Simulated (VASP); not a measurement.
# Al (P6_3/mmc) in VASP: a series of runs, part 2 of 2

VASP 6.6.1. Earlier steps stand in the parts before.

### 3 Relaxation of cell and atoms, PBEsol

This run uses another cell than the first one, of 16.54 Å³/atom.

Input file INCAR:

```
SYSTEM = Al
PREC = Accurate
ENCUT = 500
EDIFF = 1E-7
ISMEAR = 0
SIGMA = 0.1
LREAL = .FALSE.
LASPH = .TRUE.
NELM = 120
ALGO = Normal
ISIF = 3
LWAVE = .FALSE.
LCHARG = .FALSE.
GGA = PS
IBRION = 2
NSW = 80
EDIFFG = -0.03
GGA_COMPAT = .FALSE.
NELMIN = 4
```

Input file KPOINTS:

```
regular mesh
0
G
  17 17 9
  0 0 0
```

Input file POSCAR:

```
Al
1.0
    2.8600000000      0.0000000000      0.0000000000
   -1.4300000000      2.4768326548      0.0000000000
    0.0000000000      0.0000000000      4.6703800000
Al
2
Direct
    0.3333333333      0.6666666667      0.2500000000
    0.6666666667      0.3333333333      0.7500000000
```

Potentials or basis: VASP PAW PBE potentials, release 64 (Al).

Run with:

```sh
> cat potpaw_PBE.64/Al/POTCAR > POTCAR
> mpirun -np 1 vasp_std > vasp.out
```

OUTCAR:

```text
SYSTEM = Al
   PREC = Accurate
   ENCUT = 500
   EDIFF = 1E-7
   ISMEAR = 0
   LREAL = .FALSE.
   LASPH = .TRUE.
   NELM = 120
   ISIF = 3
   GGA = PS
   IBRION = 2
   NSW = 80
   EDIFFG = -0.03
   NELMIN = 4

 ion  position               nearest neighbor table
   1  0.333  0.667  0.250-   2 2.86   2 2.86   2 2.86   2 2.86   2 2.86   2 2.86
   2  0.667  0.333  0.750-   1 2.86   1 2.86   1 2.86   1 2.86   1 2.86   1 2.86

  LATTYP: Found a hexagonal cell.
 ALAT       =     2.8600000000
 C/A-ratio  =     1.6330000000

  Lattice vectors:

 A1 = (   2.8600000000,   0.0000000000,   0.0000000000)
 A2 = (  -1.4300000000,   2.4768326548,   0.0000000000)
 A3 = (   0.0000000000,   0.0000000000,   4.6703800000)

Analysis of symmetry for initial positions (statically):
=====================================================================
 Subroutine PRICEL returns:
 Original cell was already a primitive cell.

 Routine SETGRP: Setting up the symmetry group for a
 hexagonal supercell.

[... 219 lines left out ...]
 cond. band min:       8.1333439929   @ k =   0.4706   0.0588   0.1111
 fundamental gap:      0.0308591012
 Fermi energy:         8.1045998803

 k-point     1 :       0.0000    0.0000    0.0000
  band No.  band energies     occupation
      1      -3.1362      2.00000
      2       3.4592      2.00000
      3       3.7278      2.00000
      4      18.6963      0.00000
      5      18.6963      0.00000
      6      19.0798      0.00000
      7      19.0798      0.00000
[... 221 lines left out ...]
 k-point    24 :       0.1765    0.1765    0.0000
  band No.  band energies     occupation
      1      -0.8830      2.00000
      2       5.5616      2.00000
      3       5.8538      2.00000
      4      10.0523      0.00000
      5      10.2280      0.00000
      6      15.6505      0.00000
      7      16.2455      0.00000

 [... further k-points ...]

------------------------ aborting loop because EDIFF is reached ----------------------------------------

  FORCE on cell =-STRESS in cart. coord.  units (eV):
  Direction    XX          YY          ZZ          XY          YZ          ZX
  --------------------------------------------------------------------------------------
  -------------------------------------------------------------------------------------
  Total        0.0455180      0.0455180      0.0106580      0.0000000      0.0000000      0.0000000
  in kB        2.2389996      2.2389996      0.5242605      0.0000000      0.0000000      0.0000000
  external PRESSURE =       1.6674199 kB  Pullay stress =       0.0000000 kB

 VOLUME and BASIS-vectors are now :
 -----------------------------------------------------------------------------
  energy-cutoff  :      500.00
  volume of cell :       32.57
      direct lattice vectors                 reciprocal lattice vectors
     2.848104862  0.000000000  0.000000000     0.351110668  0.202713839  0.000000000
    -1.424052431  2.466531163  0.000000000     0.000000000  0.405427677  0.000000000
     0.000000000  0.000000000  4.636571891     0.000000000 -0.000000000  0.215676587

 POSITION                                       TOTAL-FORCE (eV/Angst)
 -----------------------------------------------------------------------------------
     -0.00000      1.64435      1.15914        -0.000000      0.000000      0.000000
      1.42405      0.82218      3.47743         0.000000      0.000000      0.000000
 -----------------------------------------------------------------------------------
    total drift:                                0.000000     -0.000000      0.000000

  FREE ENERGIE OF THE ION-ELECTRON SYSTEM (eV)
  ---------------------------------------------------
  free  energy   TOTEN  =        -8.1235515679 eV

  energy  without entropy=       -8.1206955849  energy(sigma->0) =       -8.12212358

 reached required accuracy - stopping structural energy minimisation
```

OSZICAR:

```text
N       E                     dE             d eps       ncg     rms          rms(c)
DAV:   1    -0.106339386336E+01   -0.10634E+01   -0.23338E+03  2310   0.659E+02
DAV:   2    -0.811388840450E+01   -0.70505E+01   -0.66528E+01  3136   0.487E+01
DAV:   3    -0.818108866325E+01   -0.67200E-01   -0.64841E-01  3325   0.613E+00
DAV:   4    -0.818134369540E+01   -0.25503E-03   -0.25481E-03  3416   0.322E-01
DAV:   5    -0.818134464589E+01   -0.95049E-06   -0.95098E-06  3248   0.121E-02    0.193E+00
DAV:   6    -0.814568715876E+01    0.35657E-01   -0.49126E-03  2968   0.465E-01    0.109E+00
DAV:   7    -0.812210057315E+01    0.23587E-01   -0.12332E-02  2758   0.711E-01    0.195E-01
DAV:   8    -0.812195225104E+01    0.14832E-03   -0.12807E-04  3836   0.883E-02    0.172E-02
DAV:   9    -0.812195042737E+01    0.18237E-05   -0.87191E-07  3031   0.704E-03    0.174E-03
DAV:  10    -0.812194967559E+01    0.75178E-06   -0.29757E-08  3045   0.130E-03    0.859E-04
DAV:  11    -0.812194969211E+01   -0.16521E-07   -0.10783E-09  1813   0.253E-04
   1 F= -.81219497E+01 E0= -.81203876E+01  d E =-.812195E+01
       N       E                     dE             d eps       ncg     rms          rms(c)
DAV:   1    -0.812378167945E+01   -0.18320E-02   -0.26906E-02  3206   0.104E+00    0.134E-01
DAV:   2    -0.812364353889E+01    0.13814E-03   -0.18325E-04  2919   0.103E-01    0.511E-02
DAV:   3    -0.812356441960E+01    0.79119E-04   -0.28416E-05  3066   0.313E-02    0.202E-02
DAV:   4    -0.812355152355E+01    0.12896E-04   -0.89955E-06  2926   0.174E-02    0.101E-02
DAV:   5    -0.812355156789E+01   -0.44343E-07   -0.14837E-07  2730   0.300E-03
   2 F= -.81235516E+01 E0= -.81221236E+01  d E =-.160188E-02
```

CONTCAR:

```text
Al
   1.00000000000000
     2.8481048616371618    0.0000000000000000    0.0000000000000000
    -1.4240524308185809    2.4665311627965445    0.0000000000000000
     0.0000000000000000    0.0000000000000000    4.6365718907091944
  Al
     2
Direct
     0.3333333332999970    0.6666666667000030    0.2500000000000000
     0.6666666667000030    0.3333333332999970    0.7500000000000000

  0.00000000E+00  0.00000000E+00  0.00000000E+00
  0.00000000E+00  0.00000000E+00  0.00000000E+00
```

Run time: 30 s. Hardware: 1 thread of Intel Xeon 8259CL, shared host; peak memory 0.17 GiB.

What came out:

```yaml
Free_energy: -8.1236 eV
Relaxed_volume: 16.29 Å³/atom
Relaxed_cell: a = 2.848 Å, b = 2.848 Å, c = 4.637 Å, α = 90.00°, β = 90.00°, γ = 120.00°
Space_group_after_relaxing_to_0.1_Å: P6_3/mmc (No. 194)
Energy_gained_by_relaxing: 0.8 meV/atom
Ionic_steps: 2
Pressure_after_relaxing: 0.2 GPa
Band_gap_on_the_k_mesh: zero (bands 3 and 4 overlap by 6.40 eV)
```

Stress tensor (GPa, compression positive):
```
0.22 0.00 0.00
0.00 0.22 0.00
0.00 0.00 0.05
```

The path:
```
step  energy change (eV)  largest force (eV/Å)  pressure (GPa)  volume (Å³)
   1              0.0000                0.0000           -1.04        33.08
   2             -0.0016                0.0000            0.17        32.57
```

Final structure:
```
CELL_PARAMETERS angstrom
2.84810 0.00000 0.00000
-1.42405 2.46653 0.00000
0.00000 0.00000 4.63657
ATOMIC_POSITIONS crystal
Al 0.33333 0.66667 0.25000
Al 0.66667 0.33333 0.75000
```

Caveat: the PAW data sets were made with another functional, which shifts forces and pressure a little.

The gap in the log of VASP goes by the Fermi energy; the results here count the filled bands.